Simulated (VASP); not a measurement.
# Ca (I4/mmm) in VASP: notebook

Runs on Ca. Level: r2SCAN. Tasks: single point.

Everything below comes from runs of VASP 6.6.1. Logs are shortened: lines on timing, memory, paths and dates and some standing lists are left out, and cuts for length are marked.

### Step 1. The cell of the first run

It takes space group I4/mmm (No. 139, tetragonal). The conventional cell has a = 4.480 Å, b = 4.480 Å, c = 4.390 Å, α = 90.00°, β = 90.00°, γ = 90.00°. Within 5.1 Å of Ca (site symmetry 4/mmm) lie 14 Ca at 3.85 to 4.48 Å.

### Step 2. Single point, r2SCAN (strain -0.0200 x Voigt [0, 0, 1, 0, 0, 0])

The input, POSCAR:

```
Ca
1.0
   -2.2400000000      2.2400000000      2.1952000000
    2.2400000000     -2.2400000000      2.1952000000
    2.2400000000      2.2400000000     -2.1952000000
Ca
1
Direct
    0.0000000000      0.0000000000      0.0000000000
```

The input, INCAR.step1:

```
SYSTEM = Ca
PREC = Accurate
ENCUT = 520
ISMEAR = 0
SIGMA = 0.15
LREAL = .FALSE.
LASPH = .TRUE.
NELM = 100
NBANDS = 11
GGA = PE
ALGO = Normal
EDIFF = 1E-4
LWAVE = .TRUE.
LCHARG = .FALSE.
```

The input, INCAR.step2:

```
SYSTEM = Ca
PREC = Accurate
ENCUT = 520
EDIFF = 1E-6
ISMEAR = 0
SIGMA = 0.15
LREAL = .FALSE.
LASPH = .TRUE.
NELM = 100
ALGO = Normal
ISIF = 2
LWAVE = .FALSE.
LCHARG = .FALSE.
METAGGA = R2SCAN
LMIXTAU = .TRUE.
NBANDS = 11
ISTART = 1
```

The input, KPOINTS:

```
regular mesh
0
G
  16 16 16
  0 0 0
```

Potentials or basis: VASP PAW PBE potentials, release 64 (Ca_sv).

Launch:

```console
cat potpaw_PBE.64/Ca_sv/POTCAR > POTCAR
cp INCAR.step1 INCAR
mpirun -np 1 vasp_std > vasp.out
cp INCAR.step2 INCAR
mpirun -np 1 vasp_std > vasp.out
```

OUTCAR:

```text
SYSTEM = Ca
   PREC = Accurate
   ENCUT = 520
   EDIFF = 1E-6
   ISMEAR = 0
   LREAL = .FALSE.
   LASPH = .TRUE.
   NELM = 100
   ISIF = 2
   METAGGA = R2SCAN
   ISTART = 1

 ion  position               nearest neighbor table
   1  0.000  0.000  0.000-

  LATTYP: Found a body centered tetragonal cell.
 ALAT       =     4.4800000000
 C/A-ratio  =     0.9800000000

  Lattice vectors:

 A1 = (  -2.2400000000,   2.2400000000,   2.1952000000)
 A2 = (   2.2400000000,  -2.2400000000,   2.1952000000)
 A3 = (   2.2400000000,   2.2400000000,  -2.1952000000)

Analysis of symmetry for initial positions (statically):
=====================================================================
 Subroutine PRICEL returns:
 Original cell was already a primitive cell.

 Routine SETGRP: Setting up the symmetry group for a
 body centered tetragonal supercell.

 Subroutine GETGRP returns: Found 16 space group operations
 (whereof 16 operations were pure point group operations)
 out of a pool of 16 trial point group operations.

The static configuration has the point symmetry D_4h.

Analysis of symmetry for dynamics (positions and initial velocities):
=====================================================================
 Subroutine PRICEL returns:
 Original cell was already a primitive cell.

 Routine SETGRP: Setting up the symmetry group for a
 body centered tetragonal supercell.

 Subroutine GETGRP returns: Found 16 space group operations
 (whereof 16 operations were pure point group operations)
 out of a pool of 16 trial point group operations.

The dynamic configuration has the point symmetry D_4h.

 Subroutine INISYM returns: Found 16 space group operations
 (whereof 16 operations are pure point group operations),
 and found     1 'primitive' translations

----------------------------------------------------------------------------------------

                                     Primitive cell

  volume of cell :      44.0585

  direct lattice vectors                    reciprocal lattice vectors
    -2.240000000  2.240000000  2.195200000     0.000000000  0.223214286  0.227769679
     2.240000000 -2.240000000  2.195200000     0.223214286  0.000000000  0.227769679
     2.240000000  2.240000000 -2.195200000     0.223214286  0.223214286  0.000000000

  length of vectors
     3.854102106  3.854102106  3.854102106     0.318910088  0.318910088  0.315672670

  position of ions in fractional coordinates (direct lattice)
     0.000000000  0.000000000  0.000000000

  ion indices of the primitive-cell ions
   primitive index   ion index
                 1           1

----------------------------------------------------------------------------------------

 KPOINTS: regular mesh

Automatic generation of k-mesh.
 Grid dimensions read from file:
 generate k-points for:   16   16   16

 Generating k-lattice:

  Cartesian coordinates                     Fractional coordinates (reciprocal lattice)
     0.000000000  0.013950893  0.014235605     0.062500000 -0.000000000  0.000000000
     0.013950893  0.000000000  0.014235605    -0.000000000  0.062500000  0.000000000
     0.013950893  0.013950893  0.000000000     0.000000000  0.000000000  0.062500000

  Length of vectors
     0.019931880  0.019931880  0.019729542

  Shift w.r.t. Gamma in fractional coordinates (k-lattice)
     0.000000000  0.000000000  0.000000000

 Subroutine IBZKPT returns following result:
 ===========================================

 Found    349 irreducible k-points:

 Following reciprocal coordinates:
            Coordinates               Weight
  0.000000  0.000000  0.000000      1.000000
  0.062500 -0.000000  0.000000      8.000000
  0.125000 -0.000000  0.000000      8.000000
  0.187500 -0.000000  0.000000      8.000000
  0.250000 -0.000000  0.000000      8.000000
  0.312500 -0.000000  0.000000      8.000000
[... 16 lines left out ...]
 -0.125000  0.062500 -0.000000     16.000000
 -0.062500  0.062500  0.000000      4.000000
 [... further k-points ...]
   k-points           NKPTS =    349   k-points in BZ     NKDIM =    349   number of bands    NBANDS=     11
   number of dos      NEDOS =    301   number of ions     NIONS =      1
   total plane-waves  NPLWV =  27000
   dimension x,y,z NGX =    30 NGY =   30 NGZ =   30
   dimension x,y,z NGXF=    60 NGYF=   60 NGZF=   60
   ions per type =               1
   NGX,Y,Z   is equivalent  to a cutoff of  12.94, 12.94, 12.94 a.u.
   NGXF,Y,Z  is equivalent  to a cutoff of  25.88, 25.88, 25.88 a.u.
 SYSTEM =  Ca
   PREC   = accura    normal or accurate (medium, high low for compatibility)
   ISTART =      1    job   : 0-new  1-cont  2-samecut
   ICHARG =      0    charge: 1-file 2-atom 10-const
   ISPIN  =      1    spin polarized calculation?
   LNONCOLLINEAR =      F non collinear calculations
   LSORBIT =      F    spin-orbit coupling
   LASPH  =      T    aspherical Exc in radial PAW
   ENCUT  =  520.0 eV  38.22 Ry    6.18 a.u.   7.17  7.17  7.17*2*pi/ulx,y,z
   NELM   =    100;   NELMIN=  2; NELMDL=  0     # of ELM steps
   EDIFF  = 0.1E-05   stopping-criterion for ELM
   LREAL  =      F    real-space projection
[... 7 lines left out ...]
   TEBEG  =    0.0;   TEEND  =   0.0 temperature during run
   PSTRESS=    0.0 pullay stress
   NELECT =      10.0000    total number of electrons
   NUPDOWN=      -1.0000    fix difference up-down
   EMIN   =  10.00;   EMAX   =-10.00  energy-range for DOS
   EFERMI =   0.00;   METHOD = LEGACY
   ISMEAR =     0;   SIGMA  =   0.15  broadening in eV -4-tet -1-fermi 0-gaus
   EFERMI_NEDOS =   21; number of points for ismear=-14 and -15
   IALGO  =     38    algorithm
   IMIX   =      4    mixing-type and parameters
     AMIX     =   0.40;   BMIX     =  1.00
     AMIX_MAG =   1.60;   BMIX_MAG =  1.00
  volume/ion in A,a.u.               =      44.06       297.32
  Fermi-wavevector in a.u.,A,eV,Ry     =   0.998615  1.887109 13.568166  0.997232
  Thomas-Fermi vector in A             =   2.130850
   LORBIT       =      0    0 simple, 1 ext, 2 COOP (PROOUT), +10 PAW based schemes
   METAGGA = R2SCAN    functional components
   LHFCALC =     F    Hartree Fock is set to
   AEXX    =    0.0000 exact exchange contribution
   IVDW    =     0    specifies the selected vdW correction
   LEPSILON=     F    determine dielectric tensor
   LRPA    =     F    only Hartree local field effects (RPA)
 non-spin polarized calculation
 Gauss-broadening in eV      SIGMA  =   0.15
  energy-cutoff  :      520.00
  volume of cell :       44.06
 maximum number of plane-waves:      1216
 NGX is ok and might be reduce to    30
   NGX = 15   NGY = 15   NGZ = 15

 number of electron      10.0000002 magnetization

 Free energy of the ion-electron system (eV)
  ---------------------------------------------------
  ext. energy  EPLUGINS =         0.00000000
  ---------------------------------------------------
  free energy    TOTEN  =        -7.02419408 eV

  energy without entropy =       -7.00853128  energy(sigma->0) =       -7.01636268

 E-fermi :   1.8760     XC(G=0):  -8.0786

 val. band max:        1.8709913533   @ k =   0.4375   0.0625   0.0000
 cond. band min:       1.8798825514   @ k =   0.5000   0.0625   0.0000
 fundamental gap:      0.0088911981
 Fermi energy:         1.8760142382

 k-point     1 :       0.0000    0.0000    0.0000
  band No.  band energies     occupation
      1     -42.0629      2.00000
      2     -22.0950      2.00000
      3     -22.0927      2.00000
      4     -22.0927      2.00000
      5      -2.3750      2.00000
      6       4.4159      0.00000
      7       4.5102      0.00000
      8       4.5102      0.00000
      9       5.4689      0.00000
     10       5.5843      0.00000
     11      12.3599      0.00000

 k-point     2 :       0.0625   -0.0000    0.0000
  band No.  band energies     occupation
      1     -42.0624      2.00000
      2     -22.0990      2.00000
      3     -22.0943      2.00000
      4     -22.0936      2.00000
      5      -2.3021      2.00000
      6       4.3974      0.00000
      7       4.4797      0.00000
      8       4.5332      0.00000
      9       5.4512      0.00000
     10       5.5467      0.00000
     11      12.3104      0.00000

 k-point     3 :       0.1250   -0.0000    0.0000
  band No.  band energies     occupation
      1     -42.0610      2.00000
      2     -22.1128      2.00000
      3     -22.0990      2.00000
      4     -22.0938      2.00000
      5      -2.0859      2.00000
      6       4.2776      0.00000
      7       4.3516      0.00000
      8       4.6772      0.00000
      9       5.3784      0.00000
     10       5.5201      0.00000
     11      11.9344      0.00000

 k-point     4 :       0.1875   -0.0000    0.0000
  band No.  band energies     occupation
      1     -42.0589      2.00000
      2     -22.1335      2.00000
      3     -22.1060      2.00000
      4     -22.0940      2.00000
      5      -1.7344      2.00000
      6       4.0693      0.00000
      7       4.0943      0.00000
      8       4.9289      0.00000
      9       5.3409      0.00000
     10       5.5351      0.00000
     11      11.0786      0.00000
[... 239 lines left out ...]
 k-point    22 :      -0.1875    0.0625    0.0000
  band No.  band energies     occupation
      1     -42.0598      2.00000
      2     -22.1251      2.00000
      3     -22.1019      2.00000
      4     -22.0954      2.00000
      5      -1.8779      2.00000
      6       4.1497      0.00000
      7       4.2081      0.00000
      8       4.8456      0.00000
      9       5.2686      0.00000
     10       5.5825      0.00000
     11      11.5607      0.00000

 k-point    23 :      -0.1250    0.0625   -0.0000
  band No.  band energies     occupation
      1     -42.0615      2.00000
      2     -22.1078      2.00000
      3     -22.0973      2.00000
      4     -22.0941      2.00000
      5      -2.1605      2.00000
      6       4.3141      0.00000
      7       4.3916      0.00000
      8       4.6535      0.00000
      9       5.3384      0.00000
     10       5.5730      0.00000
     11      12.0449      0.00000

 k-point    24 :      -0.0625    0.0625    0.0000
  band No.  band energies     occupation
      1     -42.0624      2.00000
      2     -22.0976      2.00000
      3     -22.0966      2.00000
      4     -22.0927      2.00000
      5      -2.3036      2.00000
      6       4.3883      0.00000
      7       4.4658      0.00000
      8       4.5629      0.00000
      9       5.4115      0.00000
     10       5.5823      0.00000
     11      12.2470      0.00000

 [... further k-points ...]

------------------------ aborting loop because EDIFF is reached ----------------------------------------

  FORCE on cell =-STRESS in cart. coord.  units (eV):
  Direction    XX          YY          ZZ          XY          YZ          ZX
  --------------------------------------------------------------------------------------
  -------------------------------------------------------------------------------------
  Total       -0.0714563     -0.0714563     -0.0656692      0.0000000      0.0000000      0.0000000
  in kB       -2.5984892     -2.5984892     -2.3880433      0.0000000      0.0000000      0.0000000
  external PRESSURE =      -2.5283405 kB  Pullay stress =       0.0000000 kB

 VOLUME and BASIS-vectors are now :
 -----------------------------------------------------------------------------
  energy-cutoff  :      520.00
  volume of cell :       44.06
      direct lattice vectors                 reciprocal lattice vectors
    -2.240000000  2.240000000  2.195200000     0.000000000  0.223214286  0.227769679
     2.240000000 -2.240000000  2.195200000     0.223214286  0.000000000  0.227769679
     2.240000000  2.240000000 -2.195200000     0.223214286  0.223214286  0.000000000

 POSITION                                       TOTAL-FORCE (eV/Angst)
 -----------------------------------------------------------------------------------
      0.00000      0.00000      0.00000         0.000000      0.000000     -0.000000
 -----------------------------------------------------------------------------------
    total drift:                                0.000000     -0.000000      0.000000

  FREE ENERGIE OF THE ION-ELECTRON SYSTEM (eV)
  ---------------------------------------------------
  free  energy   TOTEN  =        -7.0241940817 eV

  energy  without entropy=       -7.0085312816  energy(sigma->0) =       -7.01636268
```

Run time: 6.8 min. Hardware: 1 thread of AMD EPYC 7R13 (Zen 3), shared host; peak memory 0.27 GiB.

Results:

| Quantity | Value |
| --- | --- |
| Free energy | -7.0242 eV |
| Pressure | -0.3 GPa |
| Band gap on the k mesh | zero (bands 5 and 6 overlap by 0.60 eV) |

Levels at points of the mesh, in eV from the Fermi level:
| k point | band 1 | band 2 | band 3 | band 4 | band 5 | band 6 | band 7 | band 8 | band 9 | band 10 |
| --- | --- | --- | --- | --- | --- | --- | --- | --- | --- | --- |
| (0.00, 0.00, 0.00) | -43.94 | -23.97 | -23.97 | -23.97 | -4.25 | 2.54 | 2.63 | 2.63 | 3.59 | 3.71 |
| (0.50, 0.00, 0.00) | -43.93 | -24.10 | -24.01 | -23.97 | -0.82 | -0.15 | 1.55 | 3.59 | 3.96 | 4.68 |
| (0.50, 0.50, 0.00) | -43.93 | -24.10 | -24.01 | -23.97 | -0.87 | -0.22 | 1.67 | 3.49 | 3.90 | 4.67 |
| (0.50, 0.50, 0.50) | -43.92 | -24.06 | -24.06 | -24.06 | 0.16 | 0.20 | 3.89 | 3.89 | 4.24 | 4.45 |

Caveat: the cell differs from its parent crystal (strain -0.0200 x Voigt [0, 0, 1, 0, 0, 0]); the PAW data sets were made with another functional, which shifts forces and pressure a little.

### Step 3. Single point, r2SCAN (strain -0.0100 x Voigt [0, 0, 1, 0, 0, 0])

The input, POSCAR:

```
Ca
1.0
   -2.2400000000      2.2400000000      2.2176000000
    2.2400000000     -2.2400000000      2.2176000000
    2.2400000000      2.2400000000     -2.2176000000
Ca
1
Direct
    0.0000000000      0.0000000000      0.0000000000
```

The input, INCAR.step1:

```
PREC = Accurate ; ENCUT = 520
ISMEAR = 0 ; SIGMA = 0.15
LREAL = F ; LASPH = T
NELM = 80 ; NBANDS = 11
GGA = PE ; ALGO = Normal
EDIFF = 1E-4 ; LWAVE = T
LCHARG = F
```

The input, INCAR.step2:

```
PREC = Accurate ; ENCUT = 520
EDIFF = 1E-6 ; ISMEAR = 0
SIGMA = 0.15 ; LREAL = F
LASPH = T ; NELM = 80
ALGO = Normal ; ISIF = 2
LWAVE = F ; LCHARG = F
METAGGA = R2SCAN ; LMIXTAU = T
NBANDS = 11 ; ISTART = 1
```

The input, KPOINTS:

```
Automatic mesh
0
Gamma
  16 16 16
```

Potentials or basis: VASP PAW PBE potentials, release 64 (Ca_sv).

Launch:

```console
cat potpaw_PBE.64/Ca_sv/POTCAR > POTCAR
cp INCAR.step1 INCAR
mpirun -np 1 vasp_std > vasp.out
cp INCAR.step2 INCAR
mpirun -np 1 vasp_std > vasp.out
```

Run time: 6.8 min. Hardware: 1 thread of AMD EPYC 7R13 (Zen 3), shared host; peak memory 0.27 GiB.

It converged, with:

| Quantity | Value |
| --- | --- |
| Free energy | -7.0234 eV |
| Pressure | -0.4 GPa |
| Band gap on the k mesh | zero (bands 5 and 6 overlap by 0.59 eV) |

Levels at points of the mesh, in eV from the Fermi level:
```tsv
k point	band 1	band 2	band 3	band 4	band 5	band 6	band 7	band 8	band 9	band 10
(0.00, 0.00, 0.00)	-43.96	-24.00	-24.00	-24.00	-4.23	2.56	2.60	2.60	3.60	3.65
(0.50, 0.00, 0.00)	-43.95	-24.12	-24.04	-24.00	-0.83	-0.17	1.57	3.55	3.91	4.64
(0.50, 0.50, 0.00)	-43.95	-24.12	-24.04	-23.99	-0.85	-0.20	1.63	3.50	3.89	4.63
(0.50, 0.50, 0.50)	-43.94	-24.08	-24.08	-24.08	0.18	0.21	3.91	3.91	4.08	4.42
```

Caveat: the cell differs from its parent crystal (strain -0.0100 x Voigt [0, 0, 1, 0, 0, 0]); the PAW data sets were made with another functional, which shifts forces and pressure a little.
